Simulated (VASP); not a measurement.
# Ir12Cl in VASP: relaxation of the atoms with PBE+D3(BJ)

Aim: the relaxation of the atoms of Ir12Cl with PBE+D3(BJ).

All numbers are computed with VASP 6.6.1; they aren't measurements. Logs are shortened: lines on timing, memory, paths and dates and some standing lists are left out, and cuts for length are marked.

## Step 1: The cell of the first run

The cell holds a slab with vacuum, 13 atoms: a = 5.431 Å, b = 5.431 Å, c = 16.434 Å, α = 90.00°, β = 90.00°, γ = 60.00°.

## Step 2: Relaxation of the atoms, PBE+D3(BJ)

Contents of INCAR:

```
SYSTEM = Ir12Cl
PREC     = Accurate       ! precision mode
ENCUT    = 520            ! plane-wave cutoff, eV
EDIFF    = 1E-6           ! SCF threshold, eV
ISMEAR   = -1             ! smearing method
SIGMA    = 0.05           ! smearing width, eV
LREAL    = .False.        ! projectors in reciprocal space
LASPH    = .True.         ! aspherical terms in the spheres
NELM     = 60             ! most SCF steps
ALGO     = Normal         ! electronic algorithm
ISIF     = 2              ! what is computed and relaxed
LWAVE    = .False.        ! write WAVECAR
LCHARG   = .False.        ! write CHGCAR
GGA      = PE             ! functional
IVDW     = 12             ! dispersion correction
IBRION   = 2              ! ionic algorithm
NSW      = 45             ! ionic steps
EDIFFG   = -0.08          ! ionic threshold
LUSENCCL = .False.
```

Contents of KPOINTS:

```
regular mesh
0
Gamma
  3 3 1
  0 0 0
```

Contents of POSCAR:

```
Ir12Cl
1.0
    5.4305800000      0.0000000000      0.0000000000
    2.7152900000      4.7030200000      0.0000000000
    0.0000000000      0.0000000000     16.4340500000
Ir Cl
12 1
Selective dynamics
Direct
    0.1666667000      0.1666667000      0.0608493000  F F F
    0.6666667000      0.1666667000      0.0608493000  F F F
    0.1666667000      0.6666667000      0.0608493000  F F F
    0.6666667000      0.6666667000      0.0608493000  F F F
   -0.1666667000      0.3333333000      0.1957536000  T T T
    0.3333333000      0.3333333000      0.1957536000  T T T
   -0.1666667000      0.8333333000      0.1957536000  T T T
    0.3333333000      0.8333333000      0.1957536000  T T T
    0.0000000000      0.0000000000      0.3306580000  T T T
    0.5000000000      0.0000000000      0.3306580000  T T T
    0.0000000000      0.5000000000      0.3306580000  T T T
    0.5000000000      0.5000000000      0.3306580000  T T T
    0.5053671000     -0.0134183000      0.4815642000  T T T
```

Potentials or basis: VASP PAW PBE potentials, release 64 (Ir, Cl).

Command:

```
$ cat potpaw_PBE.64/Ir/POTCAR potpaw_PBE.64/Cl/POTCAR > POTCAR
$ mpirun -np 1 vasp_std > vasp.out
```

OUTCAR:

```text
SYSTEM = Ir12Cl
   PREC = Accurate
   ENCUT = 520
   EDIFF = 1E-6
   ISMEAR = -1
   LREAL = .False.
   LASPH = .True.
   NELM = 60
   ISIF = 2
   GGA = PE
   IVDW = 12
   IBRION = 2
   NSW = 45
   EDIFFG = -0.08
 IVDW          = 12

 ion  position               nearest neighbor table
   1  0.167  0.167  0.061-   6 2.72   8 2.72   5 2.72   3 2.72   3 2.72   4 2.72   4 2.72   2 2.72
                             2 2.72
   2  0.667  0.167  0.061-   5 2.72   7 2.72   6 2.72   4 2.72   3 2.72   4 2.72   3 2.72   1 2.72
                             1 2.72
   3  0.167  0.667  0.061-   8 2.72   6 2.72   7 2.72   1 2.72   1 2.72   2 2.72   2 2.72   4 2.72
                             4 2.72
   4  0.667  0.667  0.061-   7 2.72   5 2.72   8 2.72   2 2.72   1 2.72   2 2.72   1 2.72   3 2.72
                             3 2.72
   5  0.833  0.333  0.196-   2 2.72   4 2.72   1 2.72   7 2.72   7 2.72   8 2.72   8 2.72   6 2.72
                             6 2.72   9 2.72  12 2.72  11 2.72
   6  0.333  0.333  0.196-   1 2.72   3 2.72   2 2.72   8 2.72   7 2.72   8 2.72   7 2.72   5 2.72
                             5 2.72  10 2.72  11 2.72  12 2.72
   7  0.833  0.833  0.196-   4 2.72   2 2.72   3 2.72   5 2.72   5 2.72   6 2.72   6 2.72   8 2.72
                             8 2.72  11 2.72  10 2.72   9 2.72
   8  0.333  0.833  0.196-   3 2.72   1 2.72   4 2.72   6 2.72   5 2.72   6 2.72   5 2.72   7 2.72
                             7 2.72  12 2.72   9 2.72  10 2.72
   9  0.000  0.000  0.331-  11 2.72  11 2.72  12 2.72  12 2.72  10 2.72  10 2.72   5 2.72   8 2.72
                             7 2.72
  10  0.500  0.000  0.331-  13 2.48  12 2.72  11 2.72  12 2.72  11 2.72   9 2.72   9 2.72   6 2.72
                             7 2.72   8 2.72
  11  0.000  0.500  0.331-   9 2.72   9 2.72  10 2.72  10 2.72  12 2.72  12 2.72   7 2.72   6 2.72
                             5 2.72
  12  0.500  0.500  0.331-  10 2.72   9 2.72  10 2.72   9 2.72  11 2.72  11 2.72   8 2.72   5 2.72
                             6 2.72
  13  0.505  0.987  0.482-  10 2.48

  LATTYP: Found a hexagonal cell.
 ALAT       =     5.4305797945
 C/A-ratio  =     3.0262054185

  Lattice vectors:

 A1 = (  -2.7152900000,  -4.7030200000,   0.0000000000)
 A2 = (   5.4305800000,   0.0000000000,   0.0000000000)
 A3 = (   0.0000000000,   0.0000000000,  16.4340500000)

Analysis of symmetry for initial positions (statically):
=====================================================================
 Subroutine PRICEL returns:
 Original cell was already a primitive cell.

 Routine SETGRP: Setting up the symmetry group for a
 hexagonal supercell.

 Subroutine GETGRP returns: Found  1 space group operations
 (whereof  1 operations were pure point group operations)
 out of a pool of 24 trial point group operations.

The static configuration has the point symmetry C_1 .

Analysis of symmetry for dynamics (positions and initial velocities):
=====================================================================
 Subroutine PRICEL returns:
 Original cell was already a primitive cell.

 Routine SETGRP: Setting up the symmetry group for a
 hexagonal supercell.

 Subroutine GETGRP returns: Found  1 space group operations
 (whereof  1 operations were pure point group operations)
 out of a pool of 24 trial point group operations.

The dynamic configuration has the point symmetry C_1 .

Analysis of constrained symmetry for selective dynamics:
=====================================================================
 Subroutine PRICEL returns:
 Original cell was already a primitive cell.

 Routine SETGRP: Setting up the symmetry group for a
 hexagonal supercell.

 Subroutine GETGRP returns: Found  1 space group operations
 (whereof  1 operations were pure point group operations)
 out of a pool of 24 trial point group operations.

The constrained configuration has the point symmetry C_1 .

 Subroutine INISYM returns: Found  1 space group operations
 (whereof  1 operations are pure point group operations),
 and found     1 'primitive' translations

----------------------------------------------------------------------------------------

                                     Primitive cell

  volume of cell :     419.7277

  direct lattice vectors                    reciprocal lattice vectors
     5.430580000  0.000000000  0.000000000     0.184142394 -0.106314666  0.000000000
     2.715290000  4.703020000  0.000000000     0.000000000  0.212629332  0.000000000
     0.000000000  0.000000000 16.434050000     0.000000000  0.000000000  0.060849273

  length of vectors
     5.430580000  5.430579795 16.434050000     0.212629324  0.212629332  0.060849273

  position of ions in fractional coordinates (direct lattice)
     0.166666700  0.166666700  0.060849300
     0.666666700  0.166666700  0.060849300
     0.166666700  0.666666700  0.060849300
     0.666666700  0.666666700  0.060849300
     0.833333300  0.333333300  0.195753600
     0.333333300  0.333333300  0.195753600
     0.833333300  0.833333300  0.195753600
     0.333333300  0.833333300  0.195753600
     0.000000000  0.000000000  0.330658000
     0.500000000  0.000000000  0.330658000
     0.000000000  0.500000000  0.330658000
     0.500000000  0.500000000  0.330658000
     0.505367100  0.986581700  0.481564200

  ion indices of the primitive-cell ions
   primitive index   ion index
                 1           1
                 2           2
                 3           3
                 4           4
                 5           5
                 6           6
                 7           7
                 8           8
                 9           9
                10          10
                11          11
                12          12
                13          13

----------------------------------------------------------------------------------------

 KPOINTS: regular mesh

Automatic generation of k-mesh.
 Grid dimensions read from file:
 generate k-points for:    3    3    1

 Generating k-lattice:

  Cartesian coordinates                     Fractional coordinates (reciprocal lattice)
     0.061380798 -0.035438222  0.000000000     0.333333333  0.000000000  0.000000000
     0.000000000  0.070876444  0.000000000     0.000000000  0.333333333  0.000000000
     0.000000000  0.000000000  0.060849273     0.000000000  0.000000000  1.000000000

  Length of vectors
     0.070876441  0.070876444  0.060849273

  Shift w.r.t. Gamma in fractional coordinates (k-lattice)
     0.000000000  0.000000000  0.000000000

 Subroutine IBZKPT returns following result:
 ===========================================

 Found      5 irreducible k-points:

 Following reciprocal coordinates:
            Coordinates               Weight
  0.000000  0.000000  0.000000      1.000000
  0.333333  0.000000  0.000000      2.000000
  0.333333  0.333333  0.000000      2.000000
  0.000000  0.333333  0.000000      2.000000
 -0.333333  0.333333  0.000000      2.000000
   k-points           NKPTS =      5   k-points in BZ     NKDIM =      5   number of bands    NBANDS=     69
   number of dos      NEDOS =    301   number of ions     NIONS =     13
   total plane-waves  NPLWV = 201600
   dimension x,y,z NGX =    40 NGY =   40 NGZ =  126
   dimension x,y,z NGXF=    80 NGYF=   80 NGZF=  252
   ions per type =              12   1
   NGX,Y,Z   is equivalent  to a cutoff of  12.25, 12.25, 12.75 a.u.
   NGXF,Y,Z  is equivalent  to a cutoff of  24.49, 24.49, 25.49 a.u.
 SYSTEM =  Ir12Cl
   PREC   = accura    normal or accurate (medium, high low for compatibility)
   ISTART =      0    job   : 0-new  1-cont  2-samecut
   ICHARG =      2    charge: 1-file 2-atom 10-const
   ISPIN  =      1    spin polarized calculation?
   LNONCOLLINEAR =      F non collinear calculations
   LSORBIT =      F    spin-orbit coupling
   LASPH  =      T    aspherical Exc in radial PAW
   ENCUT  =  520.0 eV  38.22 Ry    6.18 a.u.  10.10 10.10 30.56*2*pi/ulx,y,z
   NELM   =     60;   NELMIN=  2; NELMDL= -5     # of ELM steps
   EDIFF  = 0.1E-05   stopping-criterion for ELM
   LREAL  =      F    real-space projection
   EDIFFG = -.8E-01   stopping-criterion for IOM
   NSW    =     45    number of steps for IOM
   IBRION =      2    ionic relax: 0-MD 1-quasi-New 2-CG
   NFREE  =      1    steps in history (QN), initial steepest desc. (CG)
   ISIF   =      2    stress and relaxation
   ISYM   =      2    0-nonsym 1-usesym 2-fastsym
   POTIM  = 0.5000    time-step for ionic-motion
   TEBEG  =    0.0;   TEEND  =   0.0 temperature during run
   PSTRESS=    0.0 pullay stress
   NELECT =     115.0000    total number of electrons
   NUPDOWN=      -1.0000    fix difference up-down
   EMIN   =  10.00;   EMAX   =-10.00  energy-range for DOS
   EFERMI =   0.00;   METHOD = LEGACY
   ISMEAR =    -1;   SIGMA  =   0.05  broadening in eV -4-tet -1-fermi 0-gaus
   EFERMI_NEDOS =   21; number of points for ismear=-14 and -15
   IALGO  =     38    algorithm
   IMIX   =      4    mixing-type and parameters
     AMIX     =   0.40;   BMIX     =  1.00
     AMIX_MAG =   1.60;   BMIX_MAG =  1.00
  volume/ion in A,a.u.               =      32.29       217.88
  Fermi-wavevector in a.u.,A,eV,Ry     =   1.063290  2.009326 15.382539  1.130585
  Thomas-Fermi vector in A             =   2.198769
   LORBIT       =      0    0 simple, 1 ext, 2 COOP (PROOUT), +10 PAW based schemes
   GGA     = PE    functional components
   LHFCALC =     F    Hartree Fock is set to
   AEXX    =    0.0000 exact exchange contribution
   IVDW    =    12    specifies the selected vdW correction
   LEPSILON=     F    determine dielectric tensor
   LRPA    =     F    only Hartree local field effects (RPA)
 conjugate gradient relaxation of ions
 non-spin polarized calculation
  energy-cutoff  :      520.00
  volume of cell :      419.73
 maximum number of plane-waves:     11346
   NGX = 21   NGY = 21   NGZ = 61

--------------------------------------- Ionic step        1  -------------------------------------------

 number of electron     115.0000004 magnetization

 Free energy of the ion-electron system (eV)
  ---------------------------------------------------
  ext. energy  EPLUGINS =         0.00000000
  ---------------------------------------------------
  free energy    TOTEN  =      -101.57349949 eV

  energy without entropy =     -101.43391555  energy(sigma->0) =     -101.50370752

------------------------ aborting loop because EDIFF is reached ----------------------------------------

 Edisp (eV)   -6.09659

 E8    (eV) :    -2.9334
[... 138 lines left out ...]
  FREE ENERGIE OF THE ION-ELECTRON SYSTEM (eV)
  ---------------------------------------------------
  free  energy   TOTEN  =      -107.8227318552 eV

  energy  without entropy=     -107.6712226292  energy(sigma->0) =     -107.74697724

[... ionic steps 4 to 7 ...]

--------------------------------------- Ionic step        8  -------------------------------------------

 number of electron     115.0000008 magnetization

------------------------ aborting loop because EDIFF is reached ----------------------------------------
[... 97 lines left out ...]
--------------------------------------- Ionic step       10  -------------------------------------------

 number of electron     115.0000007 magnetization

 Free energy of the ion-electron system (eV)
  ---------------------------------------------------
  ext. energy  EPLUGINS =         0.00000000
  ---------------------------------------------------
  free energy    TOTEN  =      -101.73886158 eV

  energy without entropy =     -101.58790777  energy(sigma->0) =     -101.66338467

 E-fermi :   1.2098     XC(G=0):  -7.2819

 val. band max:        1.2006785290   @ k =   0.0000   0.3333   0.0000
 cond. band min:       1.2605087288   @ k =   0.3333   0.3333   0.0000
 fundamental gap:      0.0598301998
 Fermi energy:         1.2097928291

 k-point     1 :       0.0000    0.0000    0.0000
  band No.  band energies     occupation
      1     -13.4645      2.00000
      2      -9.0059      2.00000
      3      -6.9529      2.00000
      4      -6.5991      2.00000
      5      -6.3004      2.00000
      6      -6.3001      2.00000
[... 61 lines left out ...]
     68       2.8083      0.00000
     69       2.8086      0.00000

 k-point     2 :       0.3333    0.0000    0.0000
  band No.  band energies     occupation
      1     -13.4567      2.00000
      2      -8.0135      2.00000
      3      -6.4175      2.00000
      4      -6.0135      2.00000
      5      -5.6882      2.00000
      6      -5.6314      2.00000
[... 61 lines left out ...]
     68       2.3388      0.00000
     69       3.1158      0.00000

 k-point     3 :       0.3333    0.3333    0.0000
  band No.  band energies     occupation
      1     -13.4567      2.00000
      2      -8.0135      2.00000
      3      -6.4175      2.00000
      4      -6.0135      2.00000
      5      -5.6880      2.00000
      6      -5.6314      2.00000
[... 61 lines left out ...]
     68       2.3388      0.00000
     69       3.1155      0.00000

 k-point     4 :       0.0000    0.3333    0.0000
  band No.  band energies     occupation
      1     -13.4567      2.00000
      2      -8.0136      2.00000
      3      -6.4176      2.00000
      4      -6.0138      2.00000
      5      -5.6895      2.00000
      6      -5.6309      2.00000
[... 61 lines left out ...]
     68       2.3387      0.00000
     69       3.1191      0.00000

 k-point     5 :      -0.3333    0.3333    0.0000
  band No.  band energies     occupation
      1     -13.4530      2.00000
      2      -6.5105      2.00000
      3      -6.4870      2.00000
      4      -6.4490      2.00000
      5      -5.1563      2.00000
      6      -5.0968      2.00000
[... 105 lines left out ...]
  FREE ENERGIE OF THE ION-ELECTRON SYSTEM (eV)
  ---------------------------------------------------
  free  energy   TOTEN  =      -107.9129049462 eV

  energy  without entropy=     -107.7619511404  energy(sigma->0) =     -107.83742804

 reached required accuracy - stopping structural energy minimisation
```

It took 9.4 min on 1 × NVIDIA H100 80GB with 1 thread of Intel Xeon Platinum 8481C at 2.70GHz (Sapphire Rapids), shared host; peak memory 1.4 GiB.

What came out:

- Free energy: -107.9129 eV
- Energy gained by relaxing: 18.7 meV/atom
- Ionic steps: 10
- Band gap on the k mesh: zero (an odd number of electrons rules out a gap without spin polarisation)
- Dispersion energy per atom: -0.475 eV

Step by step:
| step | energy change (eV) | largest force on free atoms (eV/Å) | pressure (GPa) |
| --- | --- | --- | --- |
| 1 | 0.0000 | 1.2833 | -4.73 |
| 2 | -0.1301 | 0.6702 | -4.09 |
| 3 | -0.1526 | 0.5433 | -3.64 |
| 4 | -0.1933 | 0.4651 | -3.22 |
| 5 | -0.2104 | 0.4573 | -2.69 |
| 6 | -0.2350 | 0.2010 | -2.28 |
| 7 | -0.2351 | 0.2231 | -2.24 |
| 8 | -0.2403 | 0.1001 | -2.13 |
| 9 | -0.2412 | 0.0932 | -2.07 |
| 10 | -0.2428 | 0.0566 | -2.01 |

Final structure:
```
Ir Cl
1.0
     5.43058    0.00000    0.00000
     2.71529    4.70302    0.00000
     0.00000    0.00000   16.43405
Ir Cl
12 1
Direct
  0.16667 0.16667 0.06085
  0.66667 0.16667 0.06085
  0.16667 0.66667 0.06085
  0.66667 0.66667 0.06085
  0.83342 0.33313 0.19174
  0.33421 0.33154 0.19370
  0.83198 0.83387 0.19365
  0.33411 0.83385 0.19364
  0.99762 0.00461 0.32371
  0.50011 0.99971 0.32873
  0.99826 0.49712 0.32365
  0.50461 0.49705 0.32366
  0.50483 0.98795 0.46996
```

Caveat: the k points lie up to 0.45 Å⁻¹ apart, too coarse for converged energies and pressures of a metal; spin-orbit coupling is left out, which moves the levels of the heavy elements; an odd number of electrons without spin polarisation forces a metal; a magnetic or distorted state may lie lower.
